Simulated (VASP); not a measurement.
Wanted: the native input for a VASP 6.6.1 run.

| Item | Value |
| --- | --- |
| Task | single point |
| Functional | LDA |
| Potentials or basis | VASP PAW LDA potentials, release 64 (Ca_sv, Pt, Cl) |
| Cutoff | 520 eV |
| k mesh | 6 × 6 × 6 |
| Occupations | gaussian, width 0.02 eV |
| Spin | no spin polarisation |
| Dipole correction | no |
| Further INCAR settings | ALGO = Normal; EDIFF = 1e-07; NBANDS = 41 |

The structure of CaPtCl6 lies in POSCAR:

```
CaPtCl6
1.0
    3.1871565445      1.8401056889      5.8276911771
   -3.1871565445      1.8401056889      5.8276911771
    0.0000000000     -3.6802113779      5.8276911771
Ca Pt Cl
1 1 6
Direct
    0.5000000000      0.5000000000      0.5000000000
    0.0000000000      0.0000000000      0.0000000000
    0.0549276585      0.3895682679      0.7874435221
    0.9450723415      0.6104317321      0.2125564779
    0.3895682679      0.7874435221      0.0549276585
    0.6104317321      0.2125564779      0.9450723415
    0.2125564779      0.9450723415      0.6104317321
    0.7874435221      0.0549276585      0.3895682679
```

These files were run (other wordings do the same):

INCAR

```
SYSTEM = CaPtCl6
PREC = Accurate
ENCUT = 520
EDIFF = 1E-7
ISMEAR = 0
SIGMA = 0.02
LREAL = .FALSE.
LASPH = .TRUE.
NELM = 60
ALGO = Normal
ISIF = 2
LWAVE = .FALSE.
LCHARG = .FALSE.
GGA = CA
NBANDS = 41
```

KPOINTS

```
regular mesh
0
G
  6 6 6
  0 0 0
```

Potentials or basis: VASP PAW LDA potentials, release 64 (Ca_sv, Pt, Cl).

The run is started by

```sh
$ cat potpaw_LDA.64/Ca_sv/POTCAR potpaw_LDA.64/Pt/POTCAR potpaw_LDA.64/Cl/POTCAR > POTCAR
$ mpirun -np 1 vasp_std > vasp.out
```

It gave:

```
Pressure               : -4.6 GPa
Largest force          : 0.377 eV/Å
Band gap on the k mesh : 1.55 eV (least direct gap 1.60 eV)
```

Caveat: the cell stands under tension; spin-orbit coupling is left out, which moves the levels of the heavy elements.

Wall time 5.6 min on 1 thread of Intel(R) Xeon(R) Platinum 8488C (Sapphire Rapids), on a shared host, peak memory 0.48 GiB.
